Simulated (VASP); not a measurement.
# Al32H (a cell with a defect) in VASP: notebook

Al32H (a cell with a defect) is run at these levels: PBE; tasks: single point.

Program: VASP 6.6.1. These are calculated values, not measurements. Logs are shortened: lines on timing, memory, paths and dates and some standing lists are left out, and cuts for length are marked.

### Step 1. The cell of the first run

The cell holds a defect, 33 atoms: a = 8.100 Å, b = 8.100 Å, c = 8.100 Å, α = 90.00°, β = 90.00°, γ = 90.00°.

### Step 2. Single point, PBE

Input file INCAR:

```
SYSTEM = Al32H
PREC = Accurate
ENCUT = 520
EDIFF = 1E-6
ISMEAR = 0
SIGMA = 0.05
LREAL = Auto
LASPH = .True.
NELM = 100
ALGO = Normal
ISIF = 2
LWAVE = .False.
LCHARG = .False.
GGA = PE
NBANDS = 70
```

Input file KPOINTS:

```
Automatic mesh
0
Gamma
  3 3 3
  0 0 0
```

Input file POSCAR:

```
Al32H
1.0
    8.1000000000      0.0000000000      0.0000000000
    0.0000000000      8.1000000000      0.0000000000
    0.0000000000      0.0000000000      8.1000000000
Al H
32 1
Direct
    0.4978656790     -0.0015797531      0.0009311111
    0.7479517284      0.2484688889     -0.0005641975
    0.7475092593     -0.0035304938      0.2511143210
   -0.0044208642     -0.0040160494     -0.0012860494
    0.2503696296      0.2507533333     -0.0135065432
    0.4970132099      0.4974154321     -0.0003535802
    0.7471064198      0.7475075309     -0.0003849383
    0.2495308642     -0.0138176543      0.2532558025
    0.4998558025      0.2476388889      0.2502155556
    0.7456055556      0.4994959259      0.2501776543
    0.4968117284     -0.0030508642      0.4998362963
    0.7454969136      0.2475458025      0.5020095062
    0.7470454321     -0.0029502469      0.7501537037
   -0.0019935802      0.4982760494      0.0009188889
    0.2480690123      0.7483476543     -0.0005561728
   -0.0142353086      0.2498998765      0.2532487654
    0.2472582716      0.5002351852      0.2502219753
    0.4991066667      0.7459888889      0.2501777778
   -0.0021509877     -0.0017476543      0.5008549383
    0.2473533333      0.2477362963      0.5031658025
    0.4976595062      0.4980641975      0.5003139506
    0.7476334568      0.7480314815      0.5014483951
    0.2479419753     -0.0035251852      0.7506051852
    0.4997818519      0.2476669136      0.7481460494
    0.7477475309      0.4987369136      0.7506954321
   -0.0039214815      0.7478972840      0.2511129630
   -0.0034529630      0.4972041975      0.4998295062
    0.2471456790      0.7458940741      0.5020108642
   -0.0039264198      0.2483387654      0.7505988889
    0.2472727160      0.5001790123      0.7481474074
    0.4983227160      0.7481527160      0.7506987654
   -0.0033528395      0.7474427160      0.7501519753
    0.2083661728      0.2089227160      0.2076258025
```

Potentials or basis: VASP PAW PBE potentials, release 64 (Al, H).

Launch:

```console
$ cat potpaw_PBE.64/Al/POTCAR potpaw_PBE.64/H/POTCAR > POTCAR
$ mpirun -np 1 vasp_std > vasp.out
```

OUTCAR:

```text
SYSTEM = Al32H
   PREC = Accurate
   ENCUT = 520
   EDIFF = 1E-6
   ISMEAR = 0
   LREAL = Auto
   LASPH = .True.
   NELM = 100
   ISIF = 2
   GGA = PE

 ion  position               nearest neighbor table
   1  0.498  0.998  0.001-   9 2.86   3 2.86  15 2.86  13 2.86   2 2.86   7 2.86  23 2.87   5 2.87
                            31 2.87   8 2.87  18 2.87  24 2.88
   2  0.748  0.248  0.999-  16 2.82  29 2.85   9 2.86  25 2.86  24 2.86  14 2.86   6 2.86   4 2.86
                             1 2.86  13 2.87  10 2.87   3 2.88
   3  0.748  0.996  0.251-  16 2.82  26 2.85  22 2.86   9 2.86  18 2.86  11 2.86   1 2.86  19 2.86
                             7 2.87   4 2.87  12 2.88   2 2.88
   4  0.996  0.996  0.999-   7 2.85  13 2.85  32 2.85   2 2.86  15 2.86  29 2.87   3 2.87  23 2.87
                            26 2.87  16 2.91   8 2.91   5 2.92
   5  0.250  0.251  0.986-  33 1.85  24 2.79  30 2.79  23 2.81  29 2.81   6 2.83   1 2.87  14 2.87
                             4 2.92   9 2.94  17 2.94   8 3.04  16 3.04
   6  0.497  0.497  1.000-   5 2.83  18 2.86  10 2.86  31 2.86  25 2.86  15 2.86   2 2.86   7 2.86
                            17 2.87   9 2.87  30 2.87  24 2.87
   7  0.747  0.748  1.000-   4 2.85  25 2.85  31 2.85  18 2.86  10 2.86  13 2.86  32 2.86  14 2.86
                             1 2.86   6 2.86   3 2.87  26 2.87
   8  0.250  0.986  0.253-  33 1.87  28 2.80  18 2.81  15 2.82  26 2.82  11 2.83  19 2.86   1 2.87
                             4 2.91  20 2.93   9 2.93  16 3.02   5 3.04
   9  0.500  0.248  0.250-  12 2.85  10 2.85   1 2.86   3 2.86   2 2.86  11 2.87   6 2.87  21 2.87
[... 32 lines left out ...]
                             6 2.86  12 2.86  21 2.87  14 2.87
  26  0.996  0.748  0.251-   8 2.82   3 2.85  22 2.86  17 2.86  10 2.86  27 2.86  14 2.86  19 2.86
                             7 2.87   4 2.87  28 2.88  15 2.88
  27  0.997  0.497  0.500-  16 2.83  30 2.86  28 2.86  26 2.86  29 2.86  25 2.86  22 2.86  20 2.87
                            17 2.87  32 2.87  10 2.87  12 2.87
  28  0.247  0.746  0.502-   8 2.80  30 2.82  17 2.85  21 2.85  32 2.86  23 2.86  27 2.86  31 2.86
                            11 2.87  19 2.87  26 2.88  18 2.89
  29  0.996  0.248  0.751-   5 2.81   2 2.85  20 2.86  25 2.86  12 2.86  27 2.86  19 2.86  14 2.87
                            13 2.87   4 2.87  30 2.88  23 2.89
  30  0.247  0.500  0.748-   5 2.79  28 2.82  20 2.85  32 2.85  21 2.85  31 2.86  27 2.86  15 2.86
                             6 2.87  14 2.88  29 2.88  24 2.89
  31  0.498  0.748  0.751-  13 2.85   7 2.85  22 2.86  23 2.86  25 2.86  15 2.86  30 2.86  11 2.86
                             6 2.86  28 2.86  21 2.87   1 2.87
  32  0.997  0.747  0.750-   4 2.85  25 2.85  22 2.85  30 2.85  28 2.86   7 2.86  13 2.86  14 2.86
                            19 2.86  23 2.87  27 2.87  15 2.87
  33  0.208  0.209  0.208-   5 1.85  16 1.87   8 1.87

  LATTYP: Found a simple cubic cell.
 ALAT       =     8.1000000000

  Lattice vectors:

 A1 = (   8.1000000000,   0.0000000000,   0.0000000000)
 A2 = (   0.0000000000,   8.1000000000,   0.0000000000)
 A3 = (   0.0000000000,   0.0000000000,   8.1000000000)

Analysis of symmetry for initial positions (statically):
[... 193 lines left out ...]
   IALGO  =     38    algorithm
   IMIX   =      4    mixing-type and parameters
     AMIX     =   0.40;   BMIX     =  1.00
     AMIX_MAG =   1.60;   BMIX_MAG =  1.00
  volume/ion in A,a.u.               =      16.10       108.68
  Fermi-wavevector in a.u.,A,eV,Ry     =   0.928639  1.754874 11.733269  0.862371
  Thomas-Fermi vector in A             =   2.054837
   LORBIT       =      0    0 simple, 1 ext, 2 COOP (PROOUT), +10 PAW based schemes
   GGA     = PE    functional components
   LHFCALC =     F    Hartree Fock is set to
   AEXX    =    0.0000 exact exchange contribution
   IVDW    =     0    specifies the selected vdW correction
   LEPSILON=     F    determine dielectric tensor
   LRPA    =     F    only Hartree local field effects (RPA)
 non-spin polarized calculation
 Gauss-broadening in eV      SIGMA  =   0.05
  energy-cutoff  :      520.00
  volume of cell :      531.44
 maximum number of plane-waves:     14358
   NGX = 31   NGY = 31   NGZ = 31

 number of electron      96.9999998 magnetization

 Free energy of the ion-electron system (eV)
  ---------------------------------------------------
  ext. energy  EPLUGINS =         0.00000000
  ---------------------------------------------------
  free energy    TOTEN  =      -123.20922910 eV

  energy without entropy =     -123.20612013  energy(sigma->0) =     -123.20767462

 E-fermi :   7.7879     XC(G=0): -10.1950

 val. band max:        7.7234627377   @ k =  -0.3333  -0.3333   0.3333
 cond. band min:       7.9101616688   @ k =   0.0000   0.3333   0.0000
 fundamental gap:      0.1866989311
 Fermi energy:         7.7879216095

 k-point     1 :       0.0000    0.0000    0.0000
  band No.  band energies     occupation
      1      -3.2682      2.00000
      2      -1.5877      2.00000
      3      -0.9424      2.00000
      4      -0.9403      2.00000
      5      -0.8993      2.00000
      6      -0.8988      2.00000
[... 871 lines left out ...]
     59       9.7545      0.00000
     60       9.7626      0.00000
 [bands above 60 left out]

------------------------ aborting loop because EDIFF is reached ----------------------------------------

  FORCE on cell =-STRESS in cart. coord.  units (eV):
  Direction    XX          YY          ZZ          XY          YZ          ZX
  --------------------------------------------------------------------------------------
  -------------------------------------------------------------------------------------
  Total        1.0648143      1.0574742      1.1156221     -0.2496330     -0.2471896     -0.2487610
  in kB        3.2101801      3.1880513      3.3633545     -0.7525885     -0.7452221     -0.7499594
  external PRESSURE =       3.2538619 kB  Pullay stress =       0.0000000 kB

 VOLUME and BASIS-vectors are now :
 -----------------------------------------------------------------------------
  energy-cutoff  :      520.00
  volume of cell :      531.44
      direct lattice vectors                 reciprocal lattice vectors
     8.100000000  0.000000000  0.000000000     0.123456790  0.000000000  0.000000000
     0.000000000  8.100000000  0.000000000     0.000000000  0.123456790  0.000000000
     0.000000000  0.000000000  8.100000000     0.000000000  0.000000000  0.123456790

 POSITION                                       TOTAL-FORCE (eV/Angst)
 -----------------------------------------------------------------------------------
      4.03271      8.08720      0.00754        -0.007603     -0.002165      0.000755
      6.05841      2.01260      8.09543        -0.004809     -0.002630     -0.004337
      6.05483      8.07140      2.03403        -0.001266     -0.001612     -0.005463
      8.06419      8.06747      8.08958         0.005818      0.005072      0.003208
      2.02799      2.03110      7.99060        -0.012126     -0.012653      0.022419
      4.02581      4.02907      8.09714        -0.005290     -0.005916     -0.000777
[... 25 lines left out ...]
      8.07284      6.05429      6.07623        -0.003243     -0.000214     -0.003551
      1.68777      1.69227      1.68177         0.067911      0.065548      0.089449
 -----------------------------------------------------------------------------------
    total drift:                               -0.062655     -0.057931      0.016573

  FREE ENERGIE OF THE ION-ELECTRON SYSTEM (eV)
  ---------------------------------------------------
  free  energy   TOTEN  =      -123.2092291049 eV

  energy  without entropy=     -123.2061201290  energy(sigma->0) =     -123.20767462
```

OSZICAR:

```text
N       E                     dE             d eps       ncg     rms          rms(c)
DAV:   1     0.131000871763E+03    0.13100E+03   -0.33987E+04  1960   0.111E+03
DAV:   2    -0.109971316498E+03   -0.24097E+03   -0.22509E+03  2312   0.145E+02
DAV:   3    -0.123846298816E+03   -0.13875E+02   -0.13267E+02  2448   0.284E+01
DAV:   4    -0.124122658879E+03   -0.27636E+00   -0.27429E+00  2322   0.420E+00
DAV:   5    -0.124126220264E+03   -0.35614E-02   -0.35588E-02  2378   0.551E-01    0.765E+00
DAV:   6    -0.123535108626E+03    0.59111E+00   -0.16940E-01  2834   0.138E+00    0.442E+00
DAV:   7    -0.123221443336E+03    0.31367E+00   -0.63247E-01  2202   0.192E+00    0.800E-01
DAV:   8    -0.123212131156E+03    0.93122E-02   -0.80376E-02  2250   0.767E-01    0.430E-01
DAV:   9    -0.123209416106E+03    0.27151E-02   -0.19231E-02  2322   0.280E-01    0.174E-01
DAV:  10    -0.123209269437E+03    0.14667E-03   -0.17752E-03  2322   0.107E-01    0.148E-01
DAV:  11    -0.123209286418E+03   -0.16981E-04   -0.99231E-05  2252   0.287E-02    0.395E-02
DAV:  12    -0.123209225118E+03    0.61300E-04   -0.81282E-05  2874   0.266E-02    0.868E-03
DAV:  13    -0.123209230025E+03   -0.49069E-05   -0.58039E-05  2204   0.132E-02    0.587E-03
DAV:  14    -0.123209229105E+03    0.92028E-06   -0.19958E-06  1932   0.415E-03
   1 F= -.12320923E+03 E0= -.12320767E+03  d E =-.310898E-02
```

Run time: 11 min. Hardware: 1 thread of Oxide Virtual Turin-like, shared host; peak memory 0.62 GiB.

What came out:

```
Free energy            : -123.2092 eV
Pressure               : 0.3 GPa
Largest force          : 0.130 eV/Å
Band gap on the k mesh : zero (an odd number of electrons rules out a gap without spin polarisation)
```

Forces on the atoms (eV/Å):
```
Al  -0.008 -0.002  0.001
Al  -0.005 -0.003 -0.004
Al  -0.001 -0.002 -0.005
Al   0.006  0.005  0.003
Al  -0.012 -0.013  0.022
Al  -0.005 -0.006 -0.001
Al  -0.003 -0.003 -0.003
Al  -0.005  0.011 -0.021
Al   0.005 -0.005 -0.007
Al  -0.002 -0.001 -0.004
Al  -0.002  0.003 -0.002
Al   0.000 -0.001 -0.001
Al   0.001 -0.004 -0.004
Al  -0.003 -0.007  0.000
Al  -0.004 -0.005 -0.003
Al   0.012 -0.005 -0.019
Al  -0.005  0.005 -0.007
Al  -0.001 -0.003 -0.005
Al  -0.005 -0.004  0.000
Al  -0.002 -0.001  0.005
Al  -0.003 -0.003  0.003
Al  -0.003 -0.003  0.000
Al  -0.002 -0.003 -0.005
Al  -0.005 -0.003 -0.006
Al  -0.006 -0.003 -0.002
Al   0.001 -0.001 -0.003
Al   0.003 -0.002 -0.001
Al  -0.002  0.000 -0.003
Al  -0.003  0.000 -0.005
Al  -0.002 -0.005 -0.008
Al  -0.002 -0.005 -0.003
Al  -0.003  0.000 -0.004
H    0.068  0.066  0.089
```

### Step 3. Single point, PBE

Input file INCAR:

```
PREC     = Accurate       # precision mode
ENCUT    = 520            # plane-wave cutoff, eV
EDIFF    = 1E-6           # SCF threshold, eV
ISMEAR   = 0              # smearing method
SIGMA    = 0.05           # smearing width, eV
LREAL    = Auto         
LASPH    = T              # aspherical terms in the spheres
NELM     = 80             # most SCF steps
ALGO     = Normal         # electronic algorithm
ISIF     = 2              # what is computed and relaxed
LWAVE    = F              # write WAVECAR
LCHARG   = F              # write CHGCAR
GGA      = PE             # functional
NBANDS   = 70             # bands
```

Input file KPOINTS:

```
Automatic mesh
0
Gamma
  3 3 3
```

Input file POSCAR:

```
Al32H
1.0
    8.1000000000      0.0000000000      0.0000000000
    0.0000000000      8.1000000000      0.0000000000
    0.0000000000      0.0000000000      8.1000000000
Al H
32 1
Direct
    0.4959851852     -0.0031002469     -0.0002386420
    0.7459114815      0.2468917284     -0.0022811111
    0.7466579012     -0.0041716049      0.2486130864
   -0.0029270370     -0.0025632099     -0.0007795062
    0.2467603704      0.2471371605     -0.0051834568
    0.4966449383      0.4970151852     -0.0006849383
    0.7467418519      0.7471260494     -0.0020096296
    0.2474311111     -0.0113860494      0.2481527160
    0.5011832099      0.2472023457      0.2490448148
    0.7458817284      0.4984200000      0.2491106173
    0.4966565432     -0.0025576543      0.4988028395
    0.7468433333      0.2473685185      0.5004374074
    0.7464322222     -0.0038254321      0.7492634568
   -0.0034855556      0.4963748148     -0.0002418519
    0.2465179012      0.7462769136     -0.0022997531
   -0.0116765432      0.2478313580      0.2481780247
    0.2468203704      0.5016066667      0.2490454321
    0.4980614815      0.7462553086      0.2491034568
   -0.0040416049     -0.0036618519      0.4997732099
    0.2476287654      0.2480351852      0.5094076543
    0.4961611111      0.4965464198      0.4993340741
    0.7465130864      0.7468891358      0.4997769136
    0.2469176543     -0.0042393827      0.7492675309
    0.4982853086      0.2469997531      0.7503622222
    0.7468200000      0.4979737037      0.7489830864
   -0.0045635802      0.7470424691      0.2486216049
   -0.0029123457      0.4970129630      0.4987917284
    0.2469808642      0.7472302469      0.5004409877
   -0.0046312346      0.2472992593      0.7492907407
    0.2466159259      0.4986592593      0.7503753086
    0.4975876543      0.7472018519      0.7489871605
   -0.0042007407      0.7468125926      0.7492566667
    0.2290607407      0.2289859259      0.2741314815
```

Potentials or basis: VASP PAW PBE potentials, release 64 (Al, H).

Launch:

```console
$ cat potpaw_PBE.64/Al/POTCAR potpaw_PBE.64/H/POTCAR > POTCAR
$ mpirun -np 1 vasp_std > vasp.out
```

OUTCAR:

```text
PREC = Accurate
   ENCUT = 520
   EDIFF = 1E-6
   ISMEAR = 0
   LREAL = Auto
   LASPH = T
   NELM = 80
   ISIF = 2
   GGA = PE

 ion  position               nearest neighbor table
   1  0.496  0.997  1.000-   8 2.85  24 2.86   5 2.86   3 2.86  23 2.86   9 2.86   2 2.86  18 2.86
                            15 2.86  31 2.87   7 2.87  13 2.87
   2  0.746  0.247  0.998-  16 2.82  24 2.84   9 2.84  29 2.85  13 2.86   6 2.86  25 2.86   1 2.86
                            14 2.86   4 2.87   3 2.88  10 2.88
   3  0.747  0.996  0.249-  16 2.83   9 2.85  26 2.85  18 2.85   7 2.86   1 2.86   4 2.86  22 2.86
                            11 2.86  19 2.87   2 2.88  12 2.88
   4  0.997  0.997  0.999-   5 2.86   8 2.86  16 2.86  29 2.86  26 2.86  23 2.86   3 2.86  32 2.87
                            13 2.87  15 2.87   2 2.87   7 2.87
   5  0.247  0.247  0.995-  30 2.84  24 2.84  29 2.85  23 2.85   4 2.86   1 2.86  14 2.86   6 2.86
                             9 2.91  17 2.91  16 2.93   8 2.93
   6  0.497  0.497  0.999-  24 2.86  30 2.86  18 2.86  10 2.86  15 2.86   2 2.86   9 2.86  17 2.86
                             5 2.86   7 2.86  25 2.87  31 2.87
   7  0.747  0.747  0.998-  13 2.85  32 2.85  31 2.85  25 2.85   3 2.86  26 2.86  18 2.86  10 2.86
[... 296 lines left out ...]
      1      -3.2762      2.00000
      2      -1.6212      2.00000
      3      -0.9325      2.00000
      4      -0.9299      2.00000
      5      -0.8959      2.00000
      6      -0.8958      2.00000
[... 871 lines left out ...]
     59       9.7624      0.00000
     60       9.7657      0.00000
 [bands above 60 left out]

------------------------ aborting loop because EDIFF is reached ----------------------------------------

  FORCE on cell =-STRESS in cart. coord.  units (eV):
  Direction    XX          YY          ZZ          XY          YZ          ZX
  --------------------------------------------------------------------------------------
  -------------------------------------------------------------------------------------
  Total        0.6144229      0.6187199      0.6897290     -0.0978206      0.0649639      0.0603065
  in kB        1.8523495      1.8653038      2.0793808     -0.2949074      0.1958519      0.1818106
  external PRESSURE =       1.9323447 kB  Pullay stress =       0.0000000 kB

 VOLUME and BASIS-vectors are now :
 -----------------------------------------------------------------------------
  energy-cutoff  :      520.00
  volume of cell :      531.44
      direct lattice vectors                 reciprocal lattice vectors
     8.100000000  0.000000000  0.000000000     0.123456790  0.000000000  0.000000000
     0.000000000  8.100000000  0.000000000     0.000000000  0.123456790  0.000000000
     0.000000000  0.000000000  8.100000000     0.000000000  0.000000000  0.123456790

 POSITION                                       TOTAL-FORCE (eV/Angst)
 -----------------------------------------------------------------------------------
      4.01748      8.07489      8.09807         0.002296      0.001024      0.003853
      6.04188      1.99982      8.08152         0.002372      0.002755     -0.000098
      6.04793      8.06621      2.01377        -0.005344     -0.004362      0.007742
      8.07629      8.07924      8.09369        -0.001642     -0.001175      0.007232
      1.99876      2.00181      8.05801         0.000595      0.001453      0.018175
      4.02282      4.02582      8.09445        -0.006562     -0.006897      0.008388
[... 25 lines left out ...]
      8.06597      6.04918      6.06898         0.000473      0.000283      0.001786
      1.85539      1.85479      2.22047         0.038188      0.040479     -0.082650
 -----------------------------------------------------------------------------------
    total drift:                               -0.041101     -0.043298      0.006634

  FREE ENERGIE OF THE ION-ELECTRON SYSTEM (eV)
  ---------------------------------------------------
  free  energy   TOTEN  =      -123.2451323416 eV

  energy  without entropy=     -123.2420500071  energy(sigma->0) =     -123.24359117
```

stdout:

```text
POSCAR found type information on POSCAR AlH
 POSCAR found :  2 types and      33 ions
 scaLAPACK will be used
 LDA part: xc-table for (Slater+PW92), standard interpolation
 POSCAR, INCAR and KPOINTS ok, starting setup
 FFT: planning ... GRIDC
 FFT: planning ... GRID_SOFT
 FFT: planning ... GRID
 WAVECAR not read
 entering main loop
```

Run time: 11 min. Hardware: 1 thread of Oxide Virtual Turin-like, shared host; peak memory 0.62 GiB.

Results:

* Free energy: -123.2451 eV
* Pressure: 0.2 GPa
* Largest force: 0.100 eV/Å
* Band gap on the k mesh: zero (an odd number of electrons rules out a gap without spin polarisation)

Forces in eV/Å, atoms in the order of the input:
```
Al   0.002  0.001  0.004
Al   0.002  0.003  0.000
Al  -0.005 -0.004  0.008
Al  -0.002 -0.001  0.007
Al   0.001  0.001  0.018
Al  -0.007 -0.007  0.008
Al  -0.002 -0.002  0.005
Al  -0.016  0.032  0.019
Al  -0.015 -0.004  0.002
Al   0.004  0.005  0.003
Al  -0.003 -0.001 -0.002
Al  -0.009 -0.006  0.001
Al   0.002  0.000  0.002
Al   0.001  0.001  0.003
Al   0.002  0.002  0.001
Al   0.034 -0.017  0.017
Al  -0.003 -0.016  0.002
Al   0.003  0.004  0.003
Al   0.016  0.017 -0.015
Al  -0.010 -0.011 -0.018
Al  -0.004 -0.004 -0.002
Al  -0.002 -0.002  0.004
Al  -0.003 -0.008  0.005
Al   0.005 -0.002 -0.006
Al  -0.005 -0.003  0.003
Al  -0.006 -0.006  0.008
Al  -0.001 -0.004 -0.001
Al  -0.005 -0.009  0.001
Al  -0.007 -0.004  0.004
Al  -0.003  0.009 -0.006
Al  -0.003 -0.006  0.002
Al   0.000  0.000  0.002
H    0.038  0.040 -0.083
```

Levels at points of the mesh, in eV from the Fermi level:
```csv
k point,band 44,band 45,band 46,band 47,band 48,band 49,band 50,band 51,band 52,band 53
"(0.00, 0.00, 0.00)",-0.64,-0.64,-0.46,0.30,0.30,0.35,0.36,0.36,1.17,1.19
```

The gap in the log of VASP goes by the Fermi energy; the results here count the filled bands.